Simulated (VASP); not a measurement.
Write the native input for VASP 6.6.1 that does the following.

```
Task                   : single point
Functional             : PBE
Potentials or basis    : VASP PAW PBE potentials, release 64 (Si)
Cutoff                 : 520 eV
k mesh                 : 8 × 8 × 8
Occupations            : gaussian, width 0.028 eV
Spin                   : no spin polarisation
Dipole correction      : no
Further INCAR settings : ALGO = Normal; EDIFF = 1e-06; NBANDS = 11
```

The structure of Si lies in POSCAR:

```
Si
1.0
    0.0000000000      2.7218511865      2.7218511865
    2.7218511865      0.0000000000      2.7218511865
    2.7218511865      2.7218511865      0.0000000000
Si
2
Direct
    0.5000000000      0.5000000000      0.5000000000
    0.7500000000      0.7500000000      0.7500000000
```

These files were run (other wordings do the same):

INCAR

```
PREC     = Accurate       # precision mode
ENCUT    = 520            # plane-wave cutoff, eV
EDIFF    = 1E-6           # SCF threshold, eV
ISMEAR   = 0              # smearing method
SIGMA    = 0.028000000000000004 # smearing width, eV
LREAL    = F              # projectors in reciprocal space
LASPH    = T              # aspherical terms in the spheres
NELM     = 80             # most SCF steps
ALGO     = Normal         # electronic algorithm
ISIF     = 2              # what is computed and relaxed
LWAVE    = F              # write WAVECAR
LCHARG   = F              # write CHGCAR
GGA      = PE             # functional
NBANDS   = 11             # bands
```

KPOINTS

```
Automatic mesh
0
Gamma
  8 8 8
```

Potentials or basis: VASP PAW PBE potentials, release 64 (Si).

Command:

```console
$ cat potpaw_PBE.64/Si/POTCAR > POTCAR
$ mpirun -np 1 vasp_std > vasp.out
```

It gave:

```json
{
 "Pressure": "1.3 GPa",
 "Band gap on the k mesh": "0.63 eV, indirect (least direct gap 2.56 eV)"
}
```

It took 17 s on 1 thread of Intel(R) Xeon(R) Platinum 8259CL CPU @ 2.50GHz (Skylake/Cascade Lake), with other jobs on the host, peak memory 0.15 GiB.
